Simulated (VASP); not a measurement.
Here is a VASP 6.6.1 calculation.

The input INCAR:

```
SYSTEM = HfO2
ALGO     = Normal         ! electronic algorithm
EDIFF    = 1E-6           ! SCF threshold, eV
ENCUT    = 520            ! plane-wave cutoff, eV
GGA      = PE             ! functional
ISIF     = 2              ! what is computed and relaxed
ISMEAR   = 0              ! smearing method
LASPH    = .TRUE.         ! aspherical terms in the spheres
LCHARG   = .FALSE.        ! write CHGCAR
LREAL    = .FALSE.        ! projectors in reciprocal space
LWAVE    = .FALSE.        ! write WAVECAR
NBANDS   = 31             ! bands
NELM     = 100            ! most SCF steps
PREC     = Accurate       ! precision mode
SIGMA    = 0.05           ! smearing width, eV
```

File KPOINTS:

```
k-points
0
G
  6 6 8
  0 0 0
```

File POSCAR:

```
HfO2
1.0
    4.8407009752      0.0000000000      0.0000000000
    0.0000000000      4.8407009752      0.0000000000
    0.0000000000      0.0000000000      3.2110151318
Hf O
2 4
Direct
    0.0000000000      0.0000000000     -0.0626951577
    0.5000000000      0.5000000000      0.5626951577
    0.1948161092      0.8051838908      0.4798800679
    0.3051838908      0.3051838908      0.0201199321
    0.6948161092      0.6948161092      0.0201199321
    0.8051838908      0.1948161092      0.4798800679
```

Potentials or basis: VASP PAW PBE potentials, release 64 (Hf_pv, O).

Command:

```bash
$ cat potpaw_PBE.64/Hf_pv/POTCAR potpaw_PBE.64/O/POTCAR > POTCAR
$ mpirun -np 1 vasp_std > vasp.out
```

**Question.** Estimate the band gap on the k mesh.

**Answer.** 4.19 eV, direct.

**Question.** Estimate the largest force.

**Answer.** 1.517 eV/Å.

**Question.** What does it give for the pressure?

**Answer.** 4.5 GPa.

Forces in eV/Å, atoms in the order of the input:
```
Hf   0.000  0.000  1.517
Hf   0.000  0.000 -1.517
O    0.363 -0.363 -0.115
O   -0.363 -0.363  0.115
O    0.363  0.363  0.115
O   -0.363  0.363 -0.115
```

Caveat: spin-orbit coupling is left out, which moves the levels of the heavy elements; forces of over 1 eV/Å act on the atoms, so gaps and moduli don't describe the material at rest. A k mesh can miss the band edges.
